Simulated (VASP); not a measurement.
# CdSe (R3m) in VASP: further runs

Runs on CdSe. Level: PBE. Tasks: single point.

Program: VASP 6.6.1. These are calculated values, not measurements. Logs are shortened: lines on timing, memory, paths and dates and some standing lists are left out, and cuts for length are marked.

### Step 1. The cell of the first run

Symmetry: R3m, No. 160, trigonal system. Conventional cell: a = 4.562 Å, b = 4.562 Å, c = 9.904 Å, α = 90.00°, β = 90.00°, γ = 120.00°. Within 3.3 Å of Cd (site symmetry 3m) lie 4 Se at 2.48 to 2.76 Å. Within 3.3 Å of Se (site symmetry 3m) lie 4 Cd at 2.48 to 2.76 Å.

### Step 2. Single point, PBE

Contents of INCAR:

```
ALGO = Normal ; EDIFF = 1E-6
ENCUT = 520 ; GGA = PE
ISIF = 2 ; ISMEAR = 0
LASPH = True ; LCHARG = False
LREAL = False ; LWAVE = False
NBANDS = 16 ; NELM = 80
PREC = Accurate ; SIGMA = 0.05
```

Contents of KPOINTS:

```
k-points
0
Gamma
  10 10 10
```

Contents of POSCAR:

```
CdSe
1.0
    0.0000000000      3.2254943953      3.2254943953
    3.2254943953      0.0000000000      3.2254943953
    2.9812169531      2.9812169531      0.2442774422
Cd Se
1 1
Direct
    0.0000000000      0.0000000000      0.0000000000
    0.7500000000      0.7500000000      0.7500000000
```

Potentials or basis: VASP PAW PBE potentials, release 64 (Cd, Se).

On the command line:

```sh
$ cat potpaw_PBE.64/Cd/POTCAR potpaw_PBE.64/Se/POTCAR > POTCAR
$ mpirun -np 1 vasp_std > vasp.out
```

OUTCAR:

```text
EDIFF = 1E-6
   ENCUT = 520
   GGA = PE
   ISIF = 2
   ISMEAR = 0
   LASPH = True
   LREAL = False
   NELM = 80
   PREC = Accurate

 ion  position               nearest neighbor table
   1  0.000  0.000  0.000-   2 2.48   2 2.76   2 2.76   2 2.76
   2  0.750  0.750  0.750-   1 2.48   1 2.76   1 2.76   1 2.76

  LATTYP: Found a trigonal (rhomboedric) cell.
 ALAT       =     4.2231481754
 COS(alpha) =     0.4166624355

  Lattice vectors:

 A1 = (   2.9812169531,  -0.2442774422,  -2.9812169531)
 A2 = (  -0.2442774422,   2.9812169531,  -2.9812169531)
 A3 = (   2.9812169531,   2.9812169531,   0.2442774422)

Analysis of symmetry for initial positions (statically):
=====================================================================
 Subroutine PRICEL returns:
 Original cell was already a primitive cell.

 Routine SETGRP: Setting up the symmetry group for a
 trigonal (rhombohedral) supercell.

 Subroutine GETGRP returns: Found  6 space group operations
 (whereof  6 operations were pure point group operations)
 out of a pool of 12 trial point group operations.

The static configuration has the point symmetry C_3v.

Analysis of symmetry for dynamics (positions and initial velocities):
=====================================================================
 Subroutine PRICEL returns:
 Original cell was already a primitive cell.

 Routine SETGRP: Setting up the symmetry group for a
 trigonal (rhombohedral) supercell.

 Subroutine GETGRP returns: Found  6 space group operations
 (whereof  6 operations were pure point group operations)
 out of a pool of 12 trial point group operations.

The dynamic configuration has the point symmetry C_3v.

 Subroutine INISYM returns: Found  6 space group operations
 (whereof  6 operations are pure point group operations),
 and found     1 'primitive' translations

----------------------------------------------------------------------------------------

                                     Primitive cell

  volume of cell :      59.4906

  direct lattice vectors                    reciprocal lattice vectors
     0.000000000  3.225494395  3.225494395    -0.161637177  0.148392815  0.161637177
     3.225494395  0.000000000  3.225494395     0.148392815 -0.161637177  0.161637177
     2.981216953  2.981216953  0.244277442     0.174881539  0.174881539 -0.174881539

  length of vectors
[... 80 lines left out ...]
   ENCUT  =  520.0 eV  38.22 Ry    6.18 a.u.   8.48  8.48  7.85*2*pi/ulx,y,z
   NELM   =     80;   NELMIN=  2; NELMDL= -5     # of ELM steps
   EDIFF  = 0.1E-05   stopping-criterion for ELM
   LREAL  =      F    real-space projection
   EDIFFG = 0.1E-04   stopping-criterion for IOM
   NSW    =      0    number of steps for IOM
   IBRION =     -1    ionic relax: 0-MD 1-quasi-New 2-CG
   NFREE  =      0    steps in history (QN), initial steepest desc. (CG)
   ISIF   =      2    stress and relaxation
   ISYM   =      2    0-nonsym 1-usesym 2-fastsym
   POTIM  = 0.5000    time-step for ionic-motion
   TEBEG  =    0.0;   TEEND  =   0.0 temperature during run
   PSTRESS=    0.0 pullay stress
   NELECT =      18.0000    total number of electrons
   NUPDOWN=      -1.0000    fix difference up-down
   EMIN   =  10.00;   EMAX   =-10.00  energy-range for DOS
   EFERMI =   0.00;   METHOD = LEGACY
   ISMEAR =     0;   SIGMA  =   0.05  broadening in eV -4-tet -1-fermi 0-gaus
   EFERMI_NEDOS =   21; number of points for ismear=-14 and -15
   IALGO  =     38    algorithm
   IMIX   =      4    mixing-type and parameters
     AMIX     =   0.40;   BMIX     =  1.00
     AMIX_MAG =   1.60;   BMIX_MAG =  1.00
  volume/ion in A,a.u.               =      29.75       200.73
  Fermi-wavevector in a.u.,A,eV,Ry     =   1.099047  2.076897 16.434525  1.207904
  Thomas-Fermi vector in A             =   2.235435
   LORBIT       =      0    0 simple, 1 ext, 2 COOP (PROOUT), +10 PAW based schemes
   GGA     = PE    functional components
   LHFCALC =     F    Hartree Fock is set to
   AEXX    =    0.0000 exact exchange contribution
   IVDW    =     0    specifies the selected vdW correction
   LEPSILON=     F    determine dielectric tensor
   LRPA    =     F    only Hartree local field effects (RPA)
 non-spin polarized calculation
 Gauss-broadening in eV      SIGMA  =   0.05
  energy-cutoff  :      520.00
  volume of cell :       59.49
 maximum number of plane-waves:      1627
 NGX is ok and might be reduce to    36

 number of electron      18.0000000 magnetization

 Free energy of the ion-electron system (eV)
  ---------------------------------------------------
  ext. energy  EPLUGINS =         0.00000000
  ---------------------------------------------------
  free energy    TOTEN  =        -5.33894793 eV

  energy without entropy =       -5.33894793  energy(sigma->0) =       -5.33894793

 E-fermi :   0.7519     XC(G=0):  -8.6299

 val. band max:        0.5404140360   @ k =   0.1000   0.0000   0.0000
 cond. band min:       1.1339451206   @ k =   0.0000   0.0000   0.0000
 fundamental gap:      0.5935310845
 Fermi energy:         0.7518990951

 k-point     1 :       0.0000    0.0000    0.0000
  band No.  band energies     occupation
      1     -11.8324      2.00000
      2      -7.3651      2.00000
      3      -7.2586      2.00000
      4      -7.2586      2.00000
      5      -6.9596      2.00000
      6      -6.9596      2.00000
[... 433 lines left out ...]
      3      -7.1299      2.00000
      4      -7.0417      2.00000
      5      -6.9328      2.00000
      6      -6.8017      2.00000
[... 8 lines left out ...]
     15      12.4344      0.00000
     16      13.6339      0.00000

 [... further k-points ...]

------------------------ aborting loop because EDIFF is reached ----------------------------------------

  FORCE on cell =-STRESS in cart. coord.  units (eV):
  Direction    XX          YY          ZZ          XY          YZ          ZX
  --------------------------------------------------------------------------------------
  -------------------------------------------------------------------------------------
  Total        0.5691655      0.5691655      0.5691655      1.4353062     -1.4353062     -1.4353062
  in kB       15.3285298     15.3285298     15.3285298     38.6550746    -38.6550746    -38.6550746
  external PRESSURE =      15.3285298 kB  Pullay stress =       0.0000000 kB

 VOLUME and BASIS-vectors are now :
 -----------------------------------------------------------------------------
  energy-cutoff  :      520.00
  volume of cell :       59.49
      direct lattice vectors                 reciprocal lattice vectors
     0.000000000  3.225494395  3.225494395    -0.161637177  0.148392815  0.161637177
     3.225494395  0.000000000  3.225494395     0.148392815 -0.161637177  0.161637177
     2.981216953  2.981216953  0.244277442     0.174881539  0.174881539 -0.174881539

 POSITION                                       TOTAL-FORCE (eV/Angst)
 -----------------------------------------------------------------------------------
      0.00000      0.00000      0.00000        -0.665874     -0.665874      0.665874
      4.65503      4.65503      5.02145         0.665874      0.665874     -0.665874
 -----------------------------------------------------------------------------------
    total drift:                               -0.000108     -0.000108      0.000110

  FREE ENERGIE OF THE ION-ELECTRON SYSTEM (eV)
  ---------------------------------------------------
  free  energy   TOTEN  =        -5.3389479272 eV

  energy  without entropy=       -5.3389479272  energy(sigma->0) =       -5.33894793
```

stdout:

```text
POSCAR found type information on POSCAR CdSe
 POSCAR found :  2 types and       2 ions
 scaLAPACK will be used
 LDA part: xc-table for (Slater+PW92), standard interpolation
 POSCAR, INCAR and KPOINTS ok, starting setup
 FFT: planning ... GRIDC
 FFT: planning ... GRID_SOFT
 FFT: planning ... GRID
 WAVECAR not read
 entering main loop
```

It took 34 s on 1 thread of Intel Xeon 6975P-C (Granite Rapids), shared host; peak memory 0.27 GiB.

What came out:

```
Free energy            : -5.3389 eV
Pressure               : 1.5 GPa
Largest force          : 1.153 eV/Å
Band gap on the k mesh : 0.59 eV, indirect (least direct gap 0.67 eV)
```

Forces in eV/Å, atoms in the order of the input:
```
Cd  -0.666 -0.666  0.666
Se   0.666  0.666 -0.666
```

Levels at points of the mesh, in eV from the valence-band top:
```csv
k point,band 7,band 8,band 9,band 10,band 11,band 12
"(0.00, 0.00, 0.00)",-0.09,-0.09,-0.07,0.59,5.47,5.47
"(0.50, 0.00, 0.00)",-4.08,-0.56,-0.55,2.43,6.14,6.72
"(0.50, 0.50, 0.00)",-3.86,-1.96,-1.35,2.98,3.95,8.43
"(0.00, 0.00, 0.50)",-4.12,-1.04,-1.04,1.92,5.95,5.95
```

Caveat: forces of over 1 eV/Å act on the atoms, so gaps and moduli don't describe the material at rest. A k mesh can miss the band edges.

### Step 3. Single point, PBE

This run uses another cell than the first one, of the same volume but with other edges.

Contents of INCAR:

```
SYSTEM = CdSe
PREC = Accurate
ENCUT = 520
EDIFF = 1E-7
ISMEAR = 0
SIGMA = 0.05
LREAL = .False.
LASPH = .True.
NELM = 100
ALGO = Normal
ISIF = 2
LWAVE = .False.
LCHARG = .True.
GGA = PE
LELF = .True.
LVHAR = .True.
NBANDS = 16
```

Contents of KPOINTS:

```
regular mesh
0
Gamma
  10 10 10
  0 0 0
```

Contents of POSCAR:

```
CdSe
1.0
    0.0000000000      2.9763055139      2.9763055139
    2.9763055139      0.0000000000      2.9763055139
    3.2306804251      3.2306804251     -0.2543749113
Cd Se
1 1
Direct
    0.0000000000      0.0000000000      0.0000000000
    0.7500000000      0.7500000000      0.7500000000
```

Potentials or basis: VASP PAW PBE potentials, release 64 (Cd, Se).

On the command line:

```sh
$ cat potpaw_PBE.64/Cd/POTCAR potpaw_PBE.64/Se/POTCAR > POTCAR
$ mpirun -np 1 vasp_std > vasp.out
```

Wall time 42 s (1 thread of Intel Xeon 6975P-C (Granite Rapids), shared host); peak memory 0.26 GiB.

It converged, with:

- Free energy: -5.3780 eV
- Pressure: 1.3 GPa
- Largest force: 0.446 eV/Å
- Band gap on the k mesh: 0.42 eV, direct

Forces on the atoms (eV/Å):
```
Cd   0.258  0.258 -0.258
Se  -0.258 -0.258  0.258
```

Stress tensor (GPa, compression positive):
```
 1.28 -2.55  2.55
-2.55  1.28  2.55
 2.55  2.55  1.28
```

Levels at points of the mesh, in eV from the valence-band top:
| k point | band 6 | band 7 | band 8 | band 9 | band 10 | band 11 | band 12 | band 13 |
| --- | --- | --- | --- | --- | --- | --- | --- | --- |
| (0.00, 0.00, 0.00) | -7.62 | -0.58 | 0.00 | 0.00 | 0.42 | 5.08 | 6.29 | 6.29 |
| (0.50, 0.00, 0.00) | -7.32 | -4.25 | -0.97 | -0.86 | 2.03 | 5.76 | 6.61 | 7.23 |
| (0.50, 0.50, 0.00) | -7.29 | -4.00 | -2.01 | -1.53 | 2.89 | 3.79 | 8.17 | 9.79 |
| (0.00, 0.00, 0.50) | -7.46 | -4.14 | -0.45 | -0.45 | 2.64 | 6.49 | 6.74 | 6.74 |

### Step 4. Single point, PBE

Contents of INCAR:

```
SYSTEM = CdSe
ALGO = Normal
EDIFF = 1E-6
ENCUT = 520
GGA = PE
ISIF = 2
ISMEAR = 0
LASPH = .TRUE.
LCHARG = .FALSE.
LREAL = .FALSE.
LWAVE = .FALSE.
NBANDS = 16
NELM = 60
PREC = Accurate
SIGMA = 0.05
```

Contents of KPOINTS:

```
k-points
0
G
  10 10 10
  0 0 0
```

Contents of POSCAR:

```
CdSe
1.0
    0.0000000000      3.1825141658      3.1825141658
    3.1825141658      0.0000000000      3.1825141658
    3.0187207701      3.0187207701      0.1637933957
Cd Se
1 1
Direct
    0.0000000000      0.0000000000      0.0000000000
    0.7500000000      0.7500000000      0.7500000000
```

On the command line:

```sh
$ cat potpaw_PBE.64/Cd/POTCAR potpaw_PBE.64/Se/POTCAR > POTCAR
$ mpirun -np 1 vasp_std > vasp.out
```

Wall time 37 s (1 thread of Intel Xeon 6975P-C (Granite Rapids), shared host); peak memory 0.27 GiB.

The run converged. Its results:

```yaml
Free_energy: -5.4320 eV
Pressure: 0.8 GPa
Largest_force: 0.658 eV/Å
Band_gap_on_the_k_mesh: 0.55 eV, direct
```

Forces on the atoms (eV/Å):
```
Cd  -0.380 -0.380  0.380
Se   0.380  0.380 -0.380
```

Stress tensor (GPa, compression positive):
```
 0.79  2.39 -2.39
 2.39  0.79 -2.39
-2.39 -2.39  0.79
```

Levels at points of the mesh, in eV from the valence-band top:
```tsv
k point	band 7	band 8	band 9	band 10	band 11	band 12
(0.00, 0.00, 0.00)	-0.07	-0.07	0.00	0.55	5.62	5.62
(0.50, 0.00, 0.00)	-4.07	-0.61	-0.58	2.40	6.23	6.74
(0.50, 0.50, 0.00)	-3.85	-1.86	-1.47	3.10	3.82	8.62
(0.00, 0.00, 0.50)	-4.11	-0.92	-0.92	2.04	6.11	6.11
```

(Part 1 of 2 ends here.)
